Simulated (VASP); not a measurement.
Re, 2 atoms in the cell. It takes space group P6_3/mmc (No. 194, hexagonal). Conventional cell: a = 2.815 Å, b = 2.815 Å, c = 4.546 Å, α = 90.00°, β = 90.00°, γ = 120.00°. Re (site symmetry -6m2) has 12 Re at 2.79 to 2.81 Å within 3.7 Å. 

- Program: VASP 6.6.1
- Task: single point
- Functional: PBE
- Dispersion: D3(BJ)
- Potentials or basis: VASP PAW PBE potentials, release 64 (Re)
- Cutoff: 520 eV
- k mesh: 11 × 11 × 6
- Occupations: fermi-dirac, width 0.05 eV
- Spin: no spin polarisation
- Dipole correction: no
- Further INCAR settings: ALGO = Normal; EDIFF = 1e-06; NBANDS = 14

Potentials or basis: VASP PAW PBE potentials, release 64 (Re).

Command:

```sh
$ cat potpaw_PBE.64/Re/POTCAR > POTCAR
$ mpirun -np 1 vasp_std > vasp.out
```

Hardware: 1 thread of Intel(R) Xeon(R) 6975P-C (Granite Rapids) (shared host).

Estimate the wall time of this run.

Run time: 11 s on 1 thread of Intel(R) Xeon(R) 6975P-C (Granite Rapids), with other jobs on the host, peak memory 0.17 GiB. Counts: scf iterations 12, k points 64.
